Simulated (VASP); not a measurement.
Runs of VASP 6.6.1 on Sn. The structure is that of space group P6/mmm (No. 191), or close to it. The cells are those of the table. 

```csv
cell,k mesh,gap on the mesh (eV),pressure (GPa)
"a = 5.541, b = 5.541, c = 3.219 Å, angles 90.0, 90.0, 120.0°, 3 atoms",7 × 7 × 11,none,3.3
"a = 5.772, b = 5.772, c = 3.353 Å, angles 90.0, 90.0, 120.0°, 3 atoms",7 × 7 × 11,none,-1.3
"a = 5.697, b = 5.697, c = 3.310 Å, angles 90.0, 90.0, 120.0°, 3 atoms",9 × 9 × 13,none,-0.3
"a = 5.459, b = 5.459, c = 3.172 Å, angles 90.0, 90.0, 120.0°, 3 atoms",7 × 7 × 11,none,(a)
"a = 5.916, b = 5.916, c = 3.437 Å, angles 90.0, 90.0, 120.0°, 3 atoms",7 × 7 × 11,none,-3.0
"a = 5.697, b = 5.697, c = 3.310 Å, angles 90.0, 90.0, 120.0°, 3 atoms",7 × 7 × 11,none,(b)
"a = 5.845, b = 5.845, c = 3.396 Å, angles 90.0, 90.0, 120.0°, 3 atoms",7 × 7 × 11,none,-2.3
"a = 5.620, b = 5.620, c = 3.265 Å, angles 90.0, 90.0, 120.0°, 3 atoms",7 × 7 × 11,none,1.4
```

Alike in all rows: task single point; level BLYP; potentials or basis VASP PAW PBE potentials, release 64 (Sn_d); no spin polarisation; cutoff (eV) 520; smearing fermi-dirac 0.1 eV.

Task: Estimate the missing entries.

Result: (a) 5.7; (b) -0.1.

Caveats: the PAW data sets were made with another functional, which shifts forces and pressure a little; spin-orbit coupling is left out, which moves the levels of the heavy elements.

A k mesh can miss the band edges, and the runs leave out spin-orbit coupling on Sn.

A gap of «none» marks levels without a gap at the run's occupations.
